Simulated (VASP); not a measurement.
Wanted: the native input for a VASP 6.6.1 run.

```
Task                   : relaxation of cell and atoms
Functional             : LDA
Potentials or basis    : VASP PAW LDA potentials, release 64 (Ca_sv, Mg_sv)
Cutoff                 : 840 eV
k mesh                 : 7 × 7 × 2
Occupations            : fermi-dirac, width 0.02 eV
Spin                   : no spin polarisation
Dipole correction      : no
Further INCAR settings : ALGO = Normal; EDIFF = 1e-07; IBRION = 2; EDIFFG = -0.03; NSW = 80; ISIF = 3
```

The structure of CaMg lies in POSCAR:

```
CaMg
1.0
    3.6366936600      0.0000000000      0.0000000000
   -1.8183468300      3.1494691000      0.0000000000
    0.0000000000      0.0000000000     11.3355990000
Ca Mg
2 2
Direct
    0.6666666667      0.3333333333      0.6430200000
    0.3333333333      0.6666666667      0.3569800000
    0.3333333333      0.6666666667      0.8874580000
    0.6666666667      0.3333333333      0.1125420000
```

These files were run (other wordings do the same):

INCAR

```
SYSTEM = CaMg
  ALGO = Normal
  EDIFF = 1E-7
  EDIFFG = -0.03
  ENCUT = 840
  GGA = CA
  GGA_COMPAT = .False.
  IBRION = 2
  ISIF = 3
  ISMEAR = -1
  LASPH = .True.
  LCHARG = .False.
  LREAL = .False.
  LWAVE = .False.
  NELM = 120
  NELMIN = 4
  NSW = 80
  PREC = Accurate
  SIGMA = 0.02
```

KPOINTS

```
k-points
0
Gamma
  7 7 2
  0 0 0
```

Potentials or basis: VASP PAW LDA potentials, release 64 (Ca_sv, Mg_sv).

The run is started by

```bash
$ cat potpaw_LDA.64/Ca_sv/POTCAR potpaw_LDA.64/Mg_sv/POTCAR > POTCAR
$ mpirun -np 1 vasp_std > vasp.out
```

It gave:

- Relaxed volume: 29.97 Å³/atom
- Relaxed cell: a = 3.535 Å, b = 3.535 Å, c = 11.078 Å, α = 90.00°, β = 90.00°, γ = 120.00°
- Space group after relaxing (to 0.1 Å): P-3m1 (No. 164)
- Energy gained by relaxing: 14.2 meV/atom
- Ionic steps: 6
- Pressure after relaxing: 0.0 GPa
- Largest force after relaxing: 0.028 eV/Å
- Band gap on the k mesh: zero (bands 20 and 21 overlap by 0.53 eV)

Run time: 8.5 min on 1 thread of Intel(R) Xeon(R) Platinum 8175M CPU @ 2.50GHz (Skylake/Cascade Lake), with other jobs on the host, peak memory 0.35 GiB.
